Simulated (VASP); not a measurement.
# Si16B (a cell with a defect) in VASP: single point with PBE

Aim: the single point of Si16B (a cell with a defect) with PBE.

All numbers are computed with VASP 6.6.1; they aren't measurements. Logs are shortened: lines on timing, memory, paths and dates and some standing lists are left out, and cuts for length are marked.

### 1 The cell of the first run

The cell holds a defect, 17 atoms: a = 7.679 Å, b = 7.679 Å, c = 7.679 Å, α = 60.00°, β = 60.00°, γ = 60.00°.

### 2 Single point, PBE, collinear spin

INCAR reads:

```
SYSTEM = Si16B
PREC = Accurate
ENCUT = 520
EDIFF = 1E-7
ISMEAR = -1
SIGMA = 0.05
LREAL = Auto
LASPH = .True.
NELM = 150
ALGO = Normal
ISIF = 2
LWAVE = .False.
LCHARG = .False.
ISPIN = 2
MAGMOM = 0 0 0 0 0 0 0 0 0 0 0 0 0 0 0 0 1
LORBIT = 11
GGA = PE
NBANDS = 52
```

KPOINTS reads:

```
Automatic mesh
0
Gamma
  2 2 2
  0 0 0
```

POSCAR reads:

```
Si16B
1.0
    0.0000000000      5.4300000000      5.4300000000
    5.4300000000      0.0000000000      5.4300000000
    5.4300000000      5.4300000000      0.0000000000
Si B
16 1
Direct
    0.0031529067     -0.0086621453      0.0119831495
    0.1212867156      0.1264147906      0.1334565877
    0.0053020042     -0.0049403677      0.5071914544
    0.1270850488      0.1275293883      0.6266536801
   -0.0009632832      0.4984059020      0.0055373157
    0.1271326176      0.6177019146      0.1310652262
    0.0042468753      0.4990723410      0.5045273679
    0.1302641414      0.6203583126      0.6314353108
    0.4934807402     -0.0089680728     -0.0052338574
    0.6200388772      0.1237484286      0.1166536388
    0.5130723319     -0.0085266720      0.4997696592
    0.6312509034      0.1259145938      0.6223782625
    0.4999839309      0.4997054108     -0.0002363773
    0.6261258149      0.6191695349      0.1267808817
    0.5043381879      0.4980793564      0.4997634700
    0.6307425521      0.6176154294      0.6268986750
    0.3325391350      0.9474514549      0.8280235552
```

Potentials or basis: VASP PAW PBE potentials, release 64 (Si, B).

Started as:

```
> cat potpaw_PBE.64/Si/POTCAR potpaw_PBE.64/B/POTCAR > POTCAR
> mpirun -np 1 vasp_std > vasp.out
```

OUTCAR:

```text
SYSTEM = Si16B
   PREC = Accurate
   ENCUT = 520
   EDIFF = 1E-7
   ISMEAR = -1
   LREAL = Auto
   LASPH = .True.
   NELM = 150
   ISIF = 2
   ISPIN = 2
   LORBIT = 11
   GGA = PE

 ion  position               nearest neighbor table
   1  0.003  0.991  0.012-  17 2.13   6 2.34   2 2.35  10 2.41   4 2.42
   2  0.121  0.126  0.133-   5 2.33   9 2.34   3 2.34   1 2.35
   3  0.005  0.995  0.507-   4 2.34   2 2.34  12 2.35   8 2.35
   4  0.127  0.128  0.627-  17 2.22   7 2.33   3 2.34   1 2.42  11 2.42
   5  0.999  0.498  0.006-   2 2.33   6 2.34  14 2.34   8 2.35
   6  0.127  0.618  0.131-  13 2.34   5 2.34   7 2.34   1 2.34
   7  0.004  0.499  0.505-   4 2.33   6 2.34  16 2.34   8 2.35
   8  0.130  0.620  0.631-  15 2.35   5 2.35   7 2.35   3 2.35
   9  0.493  0.991  0.995-  14 2.33   2 2.34  12 2.34  17 2.39  10 2.39
  10  0.620  0.124  0.117-  13 2.36   9 2.39  11 2.41   1 2.41
  11  0.513  0.991  0.500-  17 2.12  16 2.34  12 2.35  10 2.41   4 2.42
  12  0.631  0.126  0.622-  15 2.33   9 2.34   3 2.35  11 2.35  17 2.64
  13  0.500  0.500  1.000-  14 2.34   6 2.34  16 2.34  10 2.36
  14  0.626  0.619  0.127-   9 2.33  13 2.34   5 2.34  15 2.34
  15  0.504  0.498  0.500-  12 2.33  14 2.34  16 2.34   8 2.35
  16  0.631  0.618  0.627-  13 2.34  15 2.34   7 2.34  11 2.34
  17  0.333  0.947  0.828-  11 2.12   1 2.13   4 2.22   9 2.39  12 2.64

  LATTYP: Found a face centered cubic cell.
 ALAT       =    10.8600000000

  Lattice vectors:

 A1 = (   0.0000000000,   5.4300000000,   5.4300000000)
 A2 = (   5.4300000000,   0.0000000000,   5.4300000000)
 A3 = (   5.4300000000,   5.4300000000,   0.0000000000)

Analysis of symmetry for initial positions (statically):
=====================================================================
 Subroutine PRICEL returns:
 Original cell was already a primitive cell.

 Routine SETGRP: Setting up the symmetry group for a
 face centered cubic supercell.

 Subroutine GETGRP returns: Found  1 space group operations
 (whereof  1 operations were pure point group operations)
 out of a pool of 48 trial point group operations.

The static configuration has the point symmetry C_1 .

Analysis of symmetry for dynamics (positions and initial velocities):
=====================================================================
 Subroutine PRICEL returns:
 Original cell was already a primitive cell.

 Routine SETGRP: Setting up the symmetry group for a
 face centered cubic supercell.

 Subroutine GETGRP returns: Found  1 space group operations
 (whereof  1 operations were pure point group operations)
 out of a pool of 48 trial point group operations.

The dynamic configuration has the point symmetry C_1 .

Analysis of structural, dynamic, and magnetic symmetry:
=====================================================================
[... 172 lines left out ...]

 E-fermi :   6.4371     XC(G=0):  -9.5705

 val. band max:        6.4277104189   @ k =   0.5000   0.5000   0.5000
 cond. band min:       6.5049682543   @ k =   0.0000   0.5000   0.5000
 fundamental gap:      0.0772578354
 Fermi energy:         6.4370745114

 spin component 1

 k-point     1 :       0.0000    0.0000    0.0000
  band No.  band energies     occupation
      1      -6.3254      1.00000
      2      -4.1993      1.00000
      3      -3.9019      1.00000
      4      -3.7772      1.00000
      5      -3.6243      1.00000
      6      -2.5169      1.00000
[... 373 lines left out ...]
     44      10.0851      0.00000
     45      10.2369      0.00000
 Fermi energy:         6.4370745114

 spin component 2

 k-point     1 :       0.0000    0.0000    0.0000
  band No.  band energies     occupation
      1      -6.3254      1.00000
      2      -4.1993      1.00000
      3      -3.9019      1.00000
      4      -3.7772      1.00000
      5      -3.6243      1.00000
      6      -2.5169      1.00000
[... 373 lines left out ...]
     44      10.0851      0.00000
     45      10.2369      0.00000
 [bands above 45 left out]

------------------------ aborting loop because EDIFF is reached ----------------------------------------

  FORCE on cell =-STRESS in cart. coord.  units (eV):
  Direction    XX          YY          ZZ          XY          YZ          ZX
  --------------------------------------------------------------------------------------
  -------------------------------------------------------------------------------------
  Total        5.8692330      6.9033510      5.8410359     -0.5388662     -0.6360461      1.1017671
  in kB       29.3671935     34.5414889     29.2261071     -2.6962617     -3.1825092      5.5127829
  external PRESSURE =      31.0449299 kB  Pullay stress =       0.0000000 kB

 VOLUME and BASIS-vectors are now :
 -----------------------------------------------------------------------------
  energy-cutoff  :      520.00
  volume of cell :      320.21
      direct lattice vectors                 reciprocal lattice vectors
     0.000000000  5.430000000  5.430000000    -0.092081031  0.092081031  0.092081031
     5.430000000  0.000000000  5.430000000     0.092081031 -0.092081031  0.092081031
     5.430000000  5.430000000  0.000000000     0.092081031  0.092081031 -0.092081031

 POSITION                                       TOTAL-FORCE (eV/Angst)
 -----------------------------------------------------------------------------------
      5.44803      0.08219      5.40008        -0.041984      0.014788      0.039655
      1.41110      1.38326      1.34502        -0.036788      0.006228      0.002906
      8.15722      2.78284      5.43196        -0.006888     -0.002594     -0.005834
      4.09521      4.09280      1.38256         0.003076      0.045814      0.001475
      2.73641      5.45484      8.13111         0.007917     -0.000408     -0.005594
      4.06581      1.40201      4.04445         0.002097      0.008678      0.016216
[... 9 lines left out ...]
      6.75771      6.82899      6.77858         0.015886      0.009676      0.003097
      9.64083      6.30186      6.95035        -0.005547     -0.020655     -0.011529
 -----------------------------------------------------------------------------------
    total drift:                                0.003837      0.005339      0.000141

  FREE ENERGIE OF THE ION-ELECTRON SYSTEM (eV)
  ---------------------------------------------------
  free  energy   TOTEN  =       -88.6926976558 eV

  energy  without entropy=      -88.6647292033  energy(sigma->0) =      -88.67871343

 total charge

# of ion       s       p       d       tot
------------------------------------------
    1        0.741   0.934   0.000   1.675
    2        0.755   0.932   0.000   1.687
    3        0.754   0.943   0.000   1.697
    4        0.753   0.920   0.000   1.673
    5        0.739   0.963   0.000   1.702
    6        0.749   0.942   0.000   1.691
[... 9 lines left out ...]
   16        0.750   0.940   0.000   1.690
   17        0.799   0.852   0.000   1.651
--------------------------------------------------
tot         12.766  15.914   0.000  28.680

 magnetization (x)

# of ion       s       p       d       tot
------------------------------------------
    1        0.000   0.000   0.000   0.000
    2        0.000  -0.000   0.000   0.000
    3        0.000  -0.000   0.000  -0.000
    4        0.000   0.000   0.000   0.000
    5        0.000   0.000   0.000   0.000
    6        0.000  -0.000   0.000   0.000
[... 9 lines left out ...]
   16        0.000  -0.000   0.000   0.000
   17       -0.000   0.000   0.000   0.000
--------------------------------------------------
tot          0.000   0.000   0.000   0.000
```

OSZICAR:

```text
N       E                     dE             d eps       ncg     rms          rms(c)
DAV:   1     0.152619160006E+03    0.15262E+03   -0.25559E+04  1664   0.107E+03
DAV:   2    -0.762426411000E+02   -0.22886E+03   -0.21403E+03  2032   0.161E+02
DAV:   3    -0.901058710737E+02   -0.13863E+02   -0.13523E+02  2128   0.349E+01
DAV:   4    -0.903852216169E+02   -0.27935E+00   -0.27820E+00  2160   0.601E+00
DAV:   5    -0.903913297470E+02   -0.61081E-02   -0.61026E-02  2084   0.865E-01    0.144E+01
DAV:   6    -0.890963192809E+02    0.12950E+01   -0.18858E+00  2068   0.457E+00    0.879E+00
DAV:   7    -0.886916462188E+02    0.40467E+00   -0.11374E+00  1960   0.314E+00    0.276E+00
DAV:   8    -0.886858242636E+02    0.58220E-02   -0.16480E-01  1992   0.129E+00    0.512E-01
DAV:   9    -0.886893823865E+02   -0.35581E-02   -0.12237E-02  2068   0.454E-01    0.340E-01
DAV:  10    -0.886915622661E+02   -0.21799E-02   -0.27584E-03  1992   0.192E-01    0.181E-01
DAV:  11    -0.886923947102E+02   -0.83244E-03   -0.71979E-04  1996   0.946E-02    0.913E-02
DAV:  12    -0.886926365512E+02   -0.24184E-03   -0.30578E-04  2000   0.677E-02    0.397E-02
DAV:  13    -0.886926878988E+02   -0.51348E-04   -0.50919E-05  1956   0.306E-02    0.140E-02
DAV:  14    -0.886926955787E+02   -0.76798E-05   -0.10062E-05  2024   0.112E-02    0.547E-03
DAV:  15    -0.886926971190E+02   -0.15404E-05   -0.16120E-06  1996   0.447E-03    0.268E-03
DAV:  16    -0.886926975546E+02   -0.43553E-06   -0.13596E-07  1480   0.145E-03    0.125E-03
DAV:  17    -0.886926976827E+02   -0.12817E-06   -0.99113E-08  1348   0.117E-03    0.594E-04
DAV:  18    -0.886926976558E+02    0.26918E-07   -0.25378E-08  1164   0.633E-04
   1 F= -.88692698E+02 E0= -.88678713E+02  d E =-.279685E-01  mag=     0.0000
```

stdout:

```text
POSCAR found type information on POSCAR SiB
 POSCAR found :  2 types and      17 ions
 scaLAPACK will be used
 LDA part: xc-table for (Slater+PW92), standard interpolation
 POSCAR, INCAR and KPOINTS ok, starting setup
 FFT: planning ... GRIDC
 FFT: planning ... GRID_SOFT
 FFT: planning ... GRID
 WAVECAR not read
 entering main loop
```

It took 12 min on 1 thread of Intel Xeon Platinum 8375C at 2.90GHz (Ice Lake), shared host; peak memory 0.71 GiB.

Results:

| Item | Value |
| --- | --- |
| Free energy | -88.6927 eV |
| Pressure | 3.1 GPa |
| Largest force | 0.060 eV/Å |
| Net moment | 0.00 μB per cell |
| Valence electrons inside the program's atomic spheres | Si 1.68, 1.69, 1.70, 1.67 (each value once); B 1.65 |

Forces on the atoms (eV/Å):
```
Si  -0.042  0.015  0.040
Si  -0.037  0.006  0.003
Si  -0.007 -0.003 -0.006
Si   0.003  0.046  0.001
Si   0.008  0.000 -0.006
Si   0.002  0.009  0.016
Si   0.005 -0.014  0.005
Si   0.000 -0.005  0.001
Si  -0.005 -0.033 -0.006
Si   0.020 -0.004  0.014
Si   0.039  0.014 -0.036
Si   0.003  0.005 -0.032
Si   0.006 -0.029  0.007
Si  -0.001  0.003  0.000
Si  -0.006  0.000  0.008
Si   0.016  0.010  0.003
B   -0.006 -0.021 -0.012
```

Stress tensor (GPa, compression positive):
```
 2.94 -0.27  0.55
-0.27  3.45 -0.32
 0.55 -0.32  2.92
```

Levels at points of the mesh, in eV from the Fermi level:
Spin up:
| k point | band 30 | band 31 | band 32 | band 33 | band 34 | band 35 | band 36 | band 37 |
| --- | --- | --- | --- | --- | --- | --- | --- | --- |
| (0.00, 0.00, 0.00) | -1.57 | -0.86 | -0.53 | -0.47 | -0.27 | 0.17 | 0.19 | 0.28 |
| (0.50, 0.00, 0.00) | -1.33 | -1.25 | -1.19 | -0.98 | -0.21 | 0.43 | 1.04 | 1.08 |
| (0.00, 0.50, 0.00) | -1.41 | -1.22 | -1.19 | -1.16 | 0.21 | 0.73 | 1.08 | 1.09 |
| (0.00, 0.00, 0.50) | -1.33 | -1.26 | -1.18 | -0.97 | -0.23 | 0.43 | 1.03 | 1.10 |
| (0.50, 0.50, 0.50) | -1.29 | -1.26 | -1.17 | -1.12 | -0.01 | 0.40 | 1.05 | 1.10 |
| (0.50, 0.50, 0.00) | -1.87 | -1.76 | -1.73 | -0.63 | 0.07 | 0.66 | 1.24 | 1.37 |
| (0.00, 0.50, 0.50) | -1.86 | -1.76 | -1.73 | -0.63 | 0.07 | 0.66 | 1.24 | 1.37 |
| (0.50, 0.00, 0.50) | -1.88 | -1.78 | -1.75 | -0.61 | 0.28 | 0.78 | 1.19 | 1.24 |
Spin down:
| k point | band 31 | band 32 | band 33 | band 34 | band 35 | band 36 |
| --- | --- | --- | --- | --- | --- | --- |
| (0.00, 0.00, 0.00) | -0.86 | -0.53 | -0.47 | -0.27 | 0.17 | 0.19 |
| (0.50, 0.00, 0.00) | -1.25 | -1.19 | -0.98 | -0.21 | 0.43 | 1.04 |
| (0.00, 0.50, 0.00) | -1.22 | -1.19 | -1.16 | 0.21 | 0.73 | 1.08 |
| (0.00, 0.00, 0.50) | -1.26 | -1.18 | -0.97 | -0.23 | 0.43 | 1.03 |
| (0.50, 0.50, 0.50) | -1.26 | -1.17 | -1.12 | -0.01 | 0.40 | 1.05 |
| (0.50, 0.50, 0.00) | -1.76 | -1.73 | -0.63 | 0.07 | 0.66 | 1.24 |
| (0.00, 0.50, 0.50) | -1.76 | -1.73 | -0.63 | 0.07 | 0.66 | 1.24 |
| (0.50, 0.00, 0.50) | -1.78 | -1.75 | -0.61 | 0.28 | 0.78 | 1.19 |

Caveat: the k points lie up to 0.50 Å⁻¹ apart.
